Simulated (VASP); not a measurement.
Write the native input for VASP 6.6.1 that does the following.

- Task: single point
- Functional: PBEsol
- Potentials or basis: VASP PAW PBE potentials, release 64 (Y_sv, N)
- Cutoff: 600 eV
- k mesh: 6 × 6 × 6
- Occupations: gaussian, width 0.01 eV
- Spin: no spin polarisation
- Dipole correction: no
- Further INCAR settings: ALGO = Normal; EDIFF = 1e-06; NBANDS = 15

The structure of YN lies in POSCAR:

```
YN
1.0
    0.0000000000      2.4385000000      2.4385000000
    2.4385000000      0.0000000000      2.4385000000
    2.4385000000      2.4385000000      0.0000000000
Y N
1 1
Direct
    0.0000000000      0.0000000000      0.0000000000
    0.5000000000      0.5000000000      0.5000000000
```

The input as run:

INCAR

```
  PREC = Accurate
  ENCUT = 600
  EDIFF = 1E-6
  ISMEAR = 0
  SIGMA = 0.01
  LREAL = F
  LASPH = T
  NELM = 120
  ALGO = Normal
  ISIF = 2
  LWAVE = F
  LCHARG = F
  GGA = PS
  NBANDS = 15
  GGA_COMPAT = F
```

KPOINTS

```
Automatic mesh
0
Gamma
  6 6 6
```

Potentials or basis: VASP PAW PBE potentials, release 64 (Y_sv, N).

The run is started by

```console
$ cat potpaw_PBE.64/Y_sv/POTCAR potpaw_PBE.64/N/POTCAR > POTCAR
$ mpirun -np 1 vasp_std > vasp.out
```

Results of the run:

The pressure is -2.1 GPa and the band gap on the k mesh is 0.08 eV (least direct gap 0.46 eV).

Caveat: semilocal functionals underestimate gaps, and a narrow one can read as zero; the PAW data sets were made with another functional, which shifts forces and pressure a little.

Wall time 9.4 s on 1 thread of AMD EPYC 7R13 Processor (Zen 3), on a shared host, peak memory 0.14 GiB.
